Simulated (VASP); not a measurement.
# Nb4Si (Pm-3m) in VASP: further runs, part 2 of 2

VASP 6.6.1.

**3. Single point, PBE, collinear spin**

This run uses another cell than the first one, of 20.19 Å³/atom.

Input file INCAR:

```
PREC     = Accurate       # precision mode
ENCUT    = 520            # plane-wave cutoff, eV
EDIFF    = 1E-6           # SCF threshold, eV
ISMEAR   = 0              # smearing method
SIGMA    = 0.1            # smearing width, eV
LREAL    = False          # projectors in reciprocal space
LASPH    = True           # aspherical terms in the spheres
NELM     = 150            # most SCF steps
ALGO     = Normal         # electronic algorithm
ISIF     = 2              # what is computed and relaxed
LWAVE    = False          # write WAVECAR
LCHARG   = False          # write CHGCAR
ISPIN    = 2              # spin polarisation
MAGMOM   = 1 1 1 1 0      # initial moments
LORBIT   = 11             # projections on sites
LMAXMIX  = 4              # l up to which the mixer works
GGA      = PE             # functional
NBANDS   = 40             # bands
```

Input file KPOINTS:

```
regular mesh
0
Gamma
  4 4 4
```

Input file POSCAR:

```
Nb4Si
1.0
    4.6562591574      0.0000000000      0.0000000000
    0.0000000000      4.6562591574      0.0000000000
    0.0000000000      0.0000000000      4.6562591574
Nb Si
4 1
Direct
    0.5000000000      0.0000000000      0.0000000000
    0.0000000000      0.5000000000      0.0000000000
    0.0000000000      0.0000000000      0.5000000000
    0.5000000000      0.5000000000      0.5000000000
    0.0000000000      0.0000000000      0.0000000000
```

Potentials or basis: VASP PAW PBE potentials, release 64 (Nb_sv, Si).

Launch:

```
$ cat potpaw_PBE.64/Nb_sv/POTCAR potpaw_PBE.64/Si/POTCAR > POTCAR
$ mpirun -np 1 vasp_std > vasp.out
```

OUTCAR:

```text
PREC = Accurate
   ENCUT = 520
   EDIFF = 1E-6
   ISMEAR = 0
   LREAL = False
   LASPH = True
   NELM = 150
   ISIF = 2
   ISPIN = 2
   LORBIT = 11
   GGA = PE

 ion  position               nearest neighbor table
   1  0.500  0.000  0.000-   5 2.33   5 2.33
   2  0.000  0.500  0.000-   5 2.33   5 2.33
   3  0.000  0.000  0.500-   5 2.33   5 2.33
   4  0.500  0.500  0.500-
   5  0.000  0.000  0.000-   1 2.33   2 2.33   3 2.33   3 2.33   2 2.33   1 2.33

  LATTYP: Found a simple cubic cell.
 ALAT       =     4.6562591574

  Lattice vectors:

 A1 = (   4.6562591574,   0.0000000000,   0.0000000000)
 A2 = (   0.0000000000,   4.6562591574,   0.0000000000)
 A3 = (   0.0000000000,   0.0000000000,   4.6562591574)

Analysis of symmetry for initial positions (statically):
=====================================================================
 Subroutine PRICEL returns:
[... 1053 lines left out ...]
  --------------------------------------------------------------------------------------
  -------------------------------------------------------------------------------------
  Total       -0.1233905     -0.1233905     -0.1233905      0.0000000     -0.0000000      0.0000000
  in kB       -1.9583081     -1.9583081     -1.9583081      0.0000000     -0.0000000      0.0000000
  external PRESSURE =      -1.9583081 kB  Pullay stress =       0.0000000 kB

 VOLUME and BASIS-vectors are now :
 -----------------------------------------------------------------------------
  energy-cutoff  :      520.00
  volume of cell :      100.95
      direct lattice vectors                 reciprocal lattice vectors
     4.656259157  0.000000000  0.000000000     0.214764678  0.000000000  0.000000000
     0.000000000  4.656259157  0.000000000     0.000000000  0.214764678  0.000000000
     0.000000000  0.000000000  4.656259157     0.000000000  0.000000000  0.214764678

 POSITION                                       TOTAL-FORCE (eV/Angst)
 -----------------------------------------------------------------------------------
      2.32813      0.00000      0.00000         0.000000      0.000000      0.000000
      0.00000      2.32813      0.00000         0.000000      0.000000      0.000000
      0.00000      0.00000      2.32813         0.000000      0.000000      0.000000
      2.32813      2.32813      2.32813         0.000000      0.000000      0.000000
      0.00000      0.00000      0.00000         0.000000      0.000000      0.000000
 -----------------------------------------------------------------------------------
    total drift:                                0.000000      0.000000     -0.000000

  FREE ENERGIE OF THE ION-ELECTRON SYSTEM (eV)
  ---------------------------------------------------
  free  energy   TOTEN  =       -42.8978769232 eV

  energy  without entropy=      -42.8516648205  energy(sigma->0) =      -42.87477087

 total charge

# of ion       s       p       d       tot
------------------------------------------
    1        2.179   6.020   2.408  10.607
    2        2.179   6.020   2.408  10.607
    3        2.179   6.020   2.408  10.607
    4        2.174   5.972   2.186  10.333
    5        0.848   1.157   0.000   2.005
--------------------------------------------------
tot          9.560  25.189   9.410  44.159

 magnetization (x)

# of ion       s       p       d       tot
------------------------------------------
    1        0.000   0.000   0.001   0.001
    2        0.000   0.000   0.001   0.001
    3        0.000   0.000   0.001   0.001
    4        0.000   0.000   0.001   0.001
    5       -0.000  -0.000   0.000  -0.000
--------------------------------------------------
tot          0.000  -0.000   0.004   0.004
```

stdout:

```text
POSCAR found type information on POSCAR NbSi
 POSCAR found :  2 types and       5 ions
 scaLAPACK will be used
 LDA part: xc-table for (Slater+PW92), standard interpolation
 POSCAR, INCAR and KPOINTS ok, starting setup
 FFT: planning ... GRIDC
 FFT: planning ... GRID_SOFT
 FFT: planning ... GRID
 WAVECAR not read
 entering main loop
```

Run time: 50 s. Hardware: 1 thread of Intel Xeon Platinum 8559C (Emerald Rapids), shared host; peak memory 0.25 GiB.

Results:

| Quantity | Value |
| --- | --- |
| Free energy | -42.8979 eV |
| Pressure | -0.2 GPa |
| Band gap on the k mesh | zero (filled and empty bands overlap) |
| Net moment | 0.01 μB per cell |
| Valence electrons inside the program's atomic spheres | Nb 10.61, 10.33 (each value once); Si 2.00 |

**4. Relaxation of cell and atoms, PBE**

This run uses another cell than the first one, of 20.19 Å³/atom.

Input file INCAR:

```
PREC     = Accurate       # precision mode
ENCUT    = 600            # plane-wave cutoff, eV
EDIFF    = 1E-6           # SCF threshold, eV
ISMEAR   = 0              # smearing method
SIGMA    = 0.1            # smearing width, eV
LREAL    = F              # projectors in reciprocal space
LASPH    = T              # aspherical terms in the spheres
NELM     = 100            # most SCF steps
ALGO     = Fast           # electronic algorithm
ISIF     = 3              # what is computed and relaxed
LWAVE    = F              # write WAVECAR
LCHARG   = F              # write CHGCAR
GGA      = PE             # functional
IBRION   = 2              # ionic algorithm
NSW      = 100            # ionic steps
EDIFFG   = -0.01          # ionic threshold
```

Input file KPOINTS:

```
regular mesh
0
Gamma
  8 8 8
```

POSCAR is that of step 3.

Launch:

```
$ cat potpaw_PBE.64/Nb_sv/POTCAR potpaw_PBE.64/Si/POTCAR > POTCAR
$ mpirun -np 1 vasp_std > vasp.out
```

Wall time 6.5 min (1 thread of Intel Xeon Platinum 8559C (Emerald Rapids), shared host); peak memory 0.33 GiB.

It converged, with:

```yaml
Free_energy: -42.9031 eV
Relaxed_volume: 20.16 Å³/atom
Relaxed_cell: a = 4.654 Å, b = 4.654 Å, c = 4.654 Å, α = 90.00°, β = 90.00°, γ = 90.00°
Space_group_after_relaxing_to_0.1_Å: Pm-3m (No. 221)
Energy_gained_by_relaxing: 0.0 meV/atom
Ionic_steps: 3
Pressure_after_relaxing: 0.0 GPa
Band_gap_on_the_k_mesh: zero (bands 28 and 29 overlap by 0.68 eV)
```

Step by step:
```tsv
step	energy change (eV)	largest force (eV/Å)	pressure (GPa)	volume (Å³)
1	0.0000	0.0000	-0.24	100.95
2	0.0002	0.0000	0.39	100.50
3	-0.0001	0.0000	0.01	100.78
```

Final structure:
```xyz
5
Lattice="4.6537 0.0000 0.0000 0.0000 4.6537 0.0000 0.0000 0.0000 4.6537" Properties=species:S:1:pos:R:3 pbc="T T T"
Nb    2.3268    0.0000    0.0000
Nb    0.0000    2.3268    0.0000
Nb    0.0000    0.0000    2.3268
Nb    2.3268    2.3268    2.3268
Si    0.0000    0.0000    0.0000
```

Levels at points of the mesh, in eV from the Fermi level:
| k point | band 25 | band 26 | band 27 | band 28 | band 29 | band 30 | band 31 | band 32 |
| --- | --- | --- | --- | --- | --- | --- | --- | --- |
| (0.00, 0.00, 0.00) | -0.33 | -0.33 | -0.14 | -0.14 | -0.14 | 0.69 | 0.69 | 2.61 |
| (0.50, 0.00, 0.00) | -1.32 | -1.32 | -1.17 | 0.46 | 0.81 | 0.82 | 0.82 | 0.92 |
| (0.50, 0.50, 0.00) | -1.16 | -1.16 | -0.77 | -0.54 | 0.11 | 0.11 | 0.95 | 1.15 |
| (0.50, 0.50, 0.50) | 0.01 | 0.01 | 0.01 | 0.09 | 0.09 | 0.44 | 0.44 | 0.44 |

**5. Overview**

| task | spin | cell | k mesh | cutoff (eV) | gap on the mesh (eV) | pressure (GPa) | relaxed volume (Å³/atom) |
| --- | --- | --- | --- | --- | --- | --- | --- |
| relaxation of cell and atoms | off | relaxed from a = 4.412 Å, 5 atoms | 4 × 4 × 4 | 600 | none | -0.3 | 20.20 |
| single point | collinear | a = 4.656 Å, 5 atoms | 4 × 4 × 4 | 520 | none | -0.2 | - |
| relaxation of cell and atoms | off | relaxed from a = 4.656 Å, 5 atoms | 8 × 8 × 8 | 600 | none | 0.0 | 20.16 |

Alike in all rows: level PBE; potentials or basis VASP PAW PBE potentials, release 64 (Nb_sv, Si); smearing gaussian 0.1 eV.

Caveats: the volume moved by over 15 % at a fixed basis, so the end points are rough (at least some runs).

Total energies depend on the potentials used, so only differences within one code and one set of settings carry meaning.
